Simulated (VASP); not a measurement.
# CdSe in VASP: further runs

Runs on CdSe. Level: PBE. Tasks: single point.

Everything below comes from runs of VASP 6.6.1. Logs are shortened: lines on timing, memory, paths and dates and some standing lists are left out, and cuts for length are marked.

### 1 The cell of the first run

Symmetry: R3m, No. 160, trigonal system. The conventional cell has a = 4.245 Å, b = 4.245 Å, c = 10.825 Å, α = 90.00°, β = 90.00°, γ = 120.00°. Cd (site symmetry 3m) has 4 Se at 2.61 to 2.71 Å within 3.4 Å. Within 3.4 Å of Se (site symmetry 3m) lie 4 Cd at 2.61 to 2.71 Å.

### 2 Single point, PBE (28.16 Å³/atom)

Input file INCAR:

```
SYSTEM = CdSe
  ALGO = Normal
  EDIFF = 1E-6
  ENCUT = 520
  GGA = PE
  ISIF = 2
  ISMEAR = 0
  LASPH = .TRUE.
  LCHARG = .FALSE.
  LREAL = .FALSE.
  LWAVE = .FALSE.
  NBANDS = 16
  NELM = 60
  PREC = Accurate
  SIGMA = 0.05
```

Input file KPOINTS:

```
k-points
0
G
  10 10 10
  0 0 0
```

Input file POSCAR:

```
CdSe
1.0
    0.0000000000      3.0018489332      3.0018489332
    3.0018489332      0.0000000000      3.0018489332
    3.0838994707      3.0838994707     -0.0820505375
Cd Se
1 1
Direct
    0.0000000000      0.0000000000      0.0000000000
    0.7500000000      0.7500000000      0.7500000000
```

Potentials or basis: VASP PAW PBE potentials, release 64 (Cd, Se).

The run is started by

```bash
> cat potpaw_PBE.64/Cd/POTCAR potpaw_PBE.64/Se/POTCAR > POTCAR
> mpirun -np 1 vasp_std > vasp.out
```

OUTCAR:

```text
SYSTEM = CdSe
   EDIFF = 1E-6
   ENCUT = 520
   GGA = PE
   ISIF = 2
   ISMEAR = 0
   LASPH = .TRUE.
   LREAL = .FALSE.
   NELM = 60
   PREC = Accurate

 ion  position               nearest neighbor table
   1  0.000  0.000  0.000-   2 2.61   2 2.61   2 2.61   2 2.71
   2  0.750  0.750  0.750-   1 2.61   1 2.61   1 2.61   1 2.71

  LATTYP: Found a trigonal (rhomboedric) cell.
 ALAT       =     4.3620642111
 COS(alpha) =     0.5264197777

  Lattice vectors:

 A1 = (   3.0838994707,   0.0820505375,  -3.0838994707)
 A2 = (   0.0820505375,   3.0838994707,  -3.0838994707)
 A3 = (   3.0838994707,   3.0838994707,  -0.0820505375)

Analysis of symmetry for initial positions (statically):
=====================================================================
 Subroutine PRICEL returns:
 Original cell was already a primitive cell.

 Routine SETGRP: Setting up the symmetry group for a
 trigonal (rhombohedral) supercell.

 Subroutine GETGRP returns: Found  6 space group operations
 (whereof  6 operations were pure point group operations)
 out of a pool of 12 trial point group operations.

The static configuration has the point symmetry C_3v.

Analysis of symmetry for dynamics (positions and initial velocities):
=====================================================================
 Subroutine PRICEL returns:
 Original cell was already a primitive cell.

 Routine SETGRP: Setting up the symmetry group for a
 trigonal (rhombohedral) supercell.

 Subroutine GETGRP returns: Found  6 space group operations
 (whereof  6 operations were pure point group operations)
 out of a pool of 12 trial point group operations.

The dynamic configuration has the point symmetry C_3v.

 Subroutine INISYM returns: Found  6 space group operations
 (whereof  6 operations are pure point group operations),
 and found     1 'primitive' translations

----------------------------------------------------------------------------------------

                                     Primitive cell

  volume of cell :      56.3180

  direct lattice vectors                    reciprocal lattice vectors
     0.000000000  3.001848933  3.001848933    -0.164377292  0.168750731  0.164377292
     3.001848933  0.000000000  3.001848933     0.168750731 -0.164377292  0.164377292
     3.083899471  3.083899471 -0.082050538     0.160003853  0.160003853 -0.160003853

  length of vectors
     4.245255474  4.245255474  4.362064211     0.287257023  0.287257023  0.277134804

  position of ions in fractional coordinates (direct lattice)
     0.000000000  0.000000000  0.000000000
     0.750000000  0.750000000  0.750000000

  ion indices of the primitive-cell ions
   primitive index   ion index
                 1           1
                 2           2

----------------------------------------------------------------------------------------

 KPOINTS: k-points

Automatic generation of k-mesh.
 Grid dimensions read from file:
 generate k-points for:   10   10   10

 Generating k-lattice:

  Cartesian coordinates                     Fractional coordinates (reciprocal lattice)
    -0.016437729  0.016875073  0.016437729     0.100000000  0.000000000  0.000000000
     0.016875073 -0.016437729  0.016437729     0.000000000  0.100000000  0.000000000
     0.016000385  0.016000385 -0.016000385     0.000000000  0.000000000  0.100000000

  Length of vectors
     0.028725702  0.028725702  0.027713480

  Shift w.r.t. Gamma in fractional coordinates (k-lattice)
     0.000000000  0.000000000  0.000000000

 Subroutine IBZKPT returns following result:
 ===========================================

 Found    116 irreducible k-points:

 Following reciprocal coordinates:
            Coordinates               Weight
  0.000000  0.000000  0.000000      1.000000
  0.100000  0.000000  0.000000      6.000000
  0.200000  0.000000  0.000000      6.000000
  0.300000  0.000000 -0.000000      6.000000
  0.400000  0.000000  0.000000      6.000000
  0.500000  0.000000  0.000000      3.000000
[... 16 lines left out ...]
  0.300000  0.300000 -0.000000      6.000000
  0.400000  0.300000 -0.000000     12.000000
 [... further k-points ...]
   k-points           NKPTS =    116   k-points in BZ     NKDIM =    116   number of bands    NBANDS=     16
   number of dos      NEDOS =    301   number of ions     NIONS =      2
   total plane-waves  NPLWV =  32768
   dimension x,y,z NGX =    32 NGY =   32 NGZ =   32
   dimension x,y,z NGXF=    64 NGYF=   64 NGZF=   64
   ions per type =               1   1
   NGX,Y,Z   is equivalent  to a cutoff of  12.53, 12.53, 12.20 a.u.
   NGXF,Y,Z  is equivalent  to a cutoff of  25.06, 25.06, 24.39 a.u.
 SYSTEM =  CdSe
   PREC   = accura    normal or accurate (medium, high low for compatibility)
   ISTART =      0    job   : 0-new  1-cont  2-samecut
   ICHARG =      2    charge: 1-file 2-atom 10-const
   ISPIN  =      1    spin polarized calculation?
   LNONCOLLINEAR =      F non collinear calculations
   LSORBIT =      F    spin-orbit coupling
   LASPH  =      T    aspherical Exc in radial PAW
   ENCUT  =  520.0 eV  38.22 Ry    6.18 a.u.   7.89  7.89  8.11*2*pi/ulx,y,z
   NELM   =     60;   NELMIN=  2; NELMDL= -5     # of ELM steps
   EDIFF  = 0.1E-05   stopping-criterion for ELM
   LREAL  =      F    real-space projection
   EDIFFG = 0.1E-04   stopping-criterion for IOM
   NSW    =      0    number of steps for IOM
   IBRION =     -1    ionic relax: 0-MD 1-quasi-New 2-CG
   NFREE  =      0    steps in history (QN), initial steepest desc. (CG)
   ISIF   =      2    stress and relaxation
   ISYM   =      2    0-nonsym 1-usesym 2-fastsym
   POTIM  = 0.5000    time-step for ionic-motion
   TEBEG  =    0.0;   TEEND  =   0.0 temperature during run
   PSTRESS=    0.0 pullay stress
   NELECT =      18.0000    total number of electrons
   NUPDOWN=      -1.0000    fix difference up-down
   EMIN   =  10.00;   EMAX   =-10.00  energy-range for DOS
   EFERMI =   0.00;   METHOD = LEGACY
   ISMEAR =     0;   SIGMA  =   0.05  broadening in eV -4-tet -1-fermi 0-gaus
   EFERMI_NEDOS =   21; number of points for ismear=-14 and -15
   IALGO  =     38    algorithm
   IMIX   =      4    mixing-type and parameters
     AMIX     =   0.40;   BMIX     =  1.00
     AMIX_MAG =   1.60;   BMIX_MAG =  1.00
  volume/ion in A,a.u.               =      28.16       190.03
  Fermi-wavevector in a.u.,A,eV,Ry     =   1.119309  2.115187 17.046089  1.252852
  Thomas-Fermi vector in A             =   2.255947
   LORBIT       =      0    0 simple, 1 ext, 2 COOP (PROOUT), +10 PAW based schemes
   GGA     = PE    functional components
   LHFCALC =     F    Hartree Fock is set to
   AEXX    =    0.0000 exact exchange contribution
   IVDW    =     0    specifies the selected vdW correction
   LEPSILON=     F    determine dielectric tensor
   LRPA    =     F    only Hartree local field effects (RPA)
 non-spin polarized calculation
 Gauss-broadening in eV      SIGMA  =   0.05
  energy-cutoff  :      520.00
  volume of cell :       56.32
 maximum number of plane-waves:      1531
   NGX = 15   NGY = 15   NGZ = 17

 number of electron      17.9999997 magnetization

 Free energy of the ion-electron system (eV)
  ---------------------------------------------------
  ext. energy  EPLUGINS =         0.00000000
  ---------------------------------------------------
  free energy    TOTEN  =        -5.45102517 eV

  energy without entropy =       -5.45102517  energy(sigma->0) =       -5.45102517

 E-fermi :   1.1985     XC(G=0):  -8.8806

 val. band max:        0.9776078674   @ k =   0.0000   0.0000   0.0000
 cond. band min:       1.5466129971   @ k =   0.0000   0.0000   0.0000
 fundamental gap:      0.5690051296
 Fermi energy:         1.1985306774

 k-point     1 :       0.0000    0.0000    0.0000
  band No.  band energies     occupation
      1     -11.6598      2.00000
      2      -7.0153      2.00000
      3      -7.0153      2.00000
      4      -6.9758      2.00000
      5      -6.6276      2.00000
      6      -6.6276      2.00000
[... 8 lines left out ...]
     15      12.0429      0.00000
     16      12.0429      0.00000

 k-point     2 :       0.1000    0.0000    0.0000
  band No.  band energies     occupation
      1     -11.6238      2.00000
      2      -7.0027      2.00000
      3      -6.9890      2.00000
      4      -6.9603      2.00000
      5      -6.6290      2.00000
      6      -6.6283      2.00000
[... 8 lines left out ...]
     15      11.4459      0.00000
     16      11.4702      0.00000

 k-point     3 :       0.2000    0.0000    0.0000
  band No.  band energies     occupation
      1     -11.5287      2.00000
      2      -6.9714      2.00000
      3      -6.9438      2.00000
      4      -6.8766      2.00000
      5      -6.6298      2.00000
      6      -6.6274      2.00000
[... 8 lines left out ...]
     15      11.0738      0.00000
     16      11.3071      0.00000

 k-point     4 :       0.3000    0.0000   -0.0000
  band No.  band energies     occupation
      1     -11.4100      2.00000
      2      -6.9376      2.00000
      3      -6.9127      2.00000
      4      -6.6934      2.00000
      5      -6.6225      2.00000
      6      -6.6199      2.00000
[... 8 lines left out ...]
     15      11.0399      0.00000
     16      11.4117      0.00000

 k-point     5 :       0.4000    0.0000    0.0000
  band No.  band energies     occupation
      1     -11.3135      2.00000
      2      -6.9156      2.00000
      3      -6.8947      2.00000
      4      -6.6137      2.00000
      5      -6.6070      2.00000
      6      -6.4513      2.00000
[... 8 lines left out ...]
     15      11.9214      0.00000
     16      12.4256      0.00000

 k-point     6 :       0.5000    0.0000    0.0000
  band No.  band energies     occupation
      1     -11.2766      2.00000
      2      -6.9087      2.00000
      3      -6.8895      2.00000
      4      -6.6069      2.00000
      5      -6.6003      2.00000
      6      -6.3218      2.00000
[... 8 lines left out ...]
     15      12.7125      0.00000
     16      13.3925      0.00000

 k-point     7 :       0.1000    0.1000    0.0000
  band No.  band energies     occupation
      1     -11.6133      2.00000
      2      -6.9942      2.00000
      3      -6.9901      2.00000
      4      -6.9519      2.00000
      5      -6.6352      2.00000
      6      -6.6222      2.00000
[... 8 lines left out ...]
     15      11.5713      0.00000
     16      12.1243      0.00000

 k-point     8 :       0.2000    0.1000    0.0000
  band No.  band energies     occupation
      1     -11.5393      2.00000
      2      -6.9725      2.00000
      3      -6.9410      2.00000
      4      -6.9006      2.00000
      5      -6.6399      2.00000
      6      -6.6174      2.00000
[... 8 lines left out ...]
     15      11.7524      0.00000
     16      12.2591      0.00000

 k-point     9 :       0.3000    0.1000   -0.0000
  band No.  band energies     occupation
      1     -11.4291      2.00000
      2      -6.9418      2.00000
      3      -6.9028      2.00000
      4      -6.7596      2.00000
      5      -6.6284      2.00000
      6      -6.6106      2.00000
[... 8 lines left out ...]
     15      11.7521      0.00000
     16      11.8941      0.00000
[... 172 lines left out ...]
 k-point    19 :       0.5000    0.2000    0.0000
  band No.  band energies     occupation
      1     -11.2415      2.00000
      2      -6.8845      2.00000
      3      -6.8294      2.00000
      4      -6.6677      2.00000
      5      -6.5987      2.00000
      6      -6.3024      2.00000
[... 8 lines left out ...]
     15      12.9905      0.00000
     16      13.3649      0.00000

 k-point    20 :      -0.4000    0.2000    0.0000
  band No.  band energies     occupation
      1     -11.2312      2.00000
      2      -6.8825      2.00000
      3      -6.8358      2.00000
      4      -6.6383      2.00000
      5      -6.6168      2.00000
      6      -6.2538      2.00000
[... 8 lines left out ...]
     15      11.8364      0.00000
     16      13.1448      0.00000

 k-point    21 :      -0.3000    0.2000    0.0000
  band No.  band energies     occupation
      1     -11.2794      2.00000
      2      -6.8900      2.00000
      3      -6.8543      2.00000
      4      -6.6439      2.00000
      5      -6.6301      2.00000
      6      -6.4031      2.00000
[... 8 lines left out ...]
     15      12.3284      0.00000
     16      13.5606      0.00000

 k-point    22 :      -0.2000    0.2000    0.0000
  band No.  band energies     occupation
      1     -11.3681      2.00000
      2      -6.9150      2.00000
      3      -6.8801      2.00000
      4      -6.6948      2.00000
      5      -6.6433      2.00000
      6      -6.5647      2.00000
[... 8 lines left out ...]
     15      12.3234      0.00000
     16      13.4143      0.00000

 k-point    23 :       0.3000    0.3000   -0.0000
  band No.  band energies     occupation
      1     -11.3394      2.00000
      2      -6.8592      2.00000
      3      -6.8262      2.00000
      4      -6.8044      2.00000
      5      -6.5899      2.00000
      6      -6.5831      2.00000
[... 8 lines left out ...]
     15      12.7441      0.00000
     16      14.7902      0.00000

 k-point    24 :       0.4000    0.3000   -0.0000
  band No.  band energies     occupation
      1     -11.2654      2.00000
      2      -6.8470      2.00000
      3      -6.7864      2.00000
      4      -6.7684      2.00000
      5      -6.5840      2.00000
      6      -6.4615      2.00000
[... 8 lines left out ...]
     15      13.1114      0.00000
     16      14.6110      0.00000

 [... further k-points ...]

------------------------ aborting loop because EDIFF is reached ----------------------------------------

  FORCE on cell =-STRESS in cart. coord.  units (eV):
  Direction    XX          YY          ZZ          XY          YZ          ZX
  --------------------------------------------------------------------------------------
  -------------------------------------------------------------------------------------
  Total        1.1397289      1.1397289      1.1397289     -0.4252107      0.4252107      0.4252107
  in kB       32.4238752     32.4238752     32.4238752    -12.0967168     12.0967168     12.0967168
  external PRESSURE =      32.4238752 kB  Pullay stress =       0.0000000 kB

 VOLUME and BASIS-vectors are now :
 -----------------------------------------------------------------------------
  energy-cutoff  :      520.00
  volume of cell :       56.32
      direct lattice vectors                 reciprocal lattice vectors
     0.000000000  3.001848933  3.001848933    -0.164377292  0.168750731  0.164377292
     3.001848933  0.000000000  3.001848933     0.168750731 -0.164377292  0.164377292
     3.083899471  3.083899471 -0.082050538     0.160003853  0.160003853 -0.160003853

 POSITION                                       TOTAL-FORCE (eV/Angst)
 -----------------------------------------------------------------------------------
      0.00000      0.00000      0.00000         0.166568      0.166568     -0.166568
      4.56431      4.56431      4.44124        -0.166568     -0.166568      0.166568
 -----------------------------------------------------------------------------------
    total drift:                               -0.000045     -0.000045      0.000045

  FREE ENERGIE OF THE ION-ELECTRON SYSTEM (eV)
  ---------------------------------------------------
  free  energy   TOTEN  =        -5.4510251747 eV

  energy  without entropy=       -5.4510251747  energy(sigma->0) =       -5.45102517
```

Wall time 55 s (1 thread of AMD EPYC 9R45 (Zen 5), shared host); peak memory 0.22 GiB.

Results:

```yaml
Free_energy: -5.4510 eV
Pressure: 3.2 GPa
Largest_force: 0.289 eV/Å
Band_gap_on_the_k_mesh: 0.57 eV
```

Forces in eV/Å, atoms in the order of the input:
```
Cd   0.167  0.167 -0.167
Se  -0.167 -0.167  0.167
```

Levels at points of the mesh, in eV from the valence-band top:
| k point | band 7 | band 8 | band 9 | band 10 | band 11 | band 12 |
| --- | --- | --- | --- | --- | --- | --- |
| (0.00, 0.00, 0.00) | -0.15 | 0.00 | 0.00 | 0.57 | 5.59 | 6.06 |
| (0.50, 0.00, 0.00) | -4.43 | -0.85 | -0.82 | 2.30 | 6.20 | 6.51 |
| (0.50, 0.50, 0.00) | -4.12 | -1.99 | -1.79 | 3.07 | 3.75 | 8.98 |
| (0.00, 0.00, 0.50) | -4.40 | -0.66 | -0.66 | 2.51 | 6.56 | 6.56 |

Caveat: the cell stands under pressure.

[end of part 1 of 2]
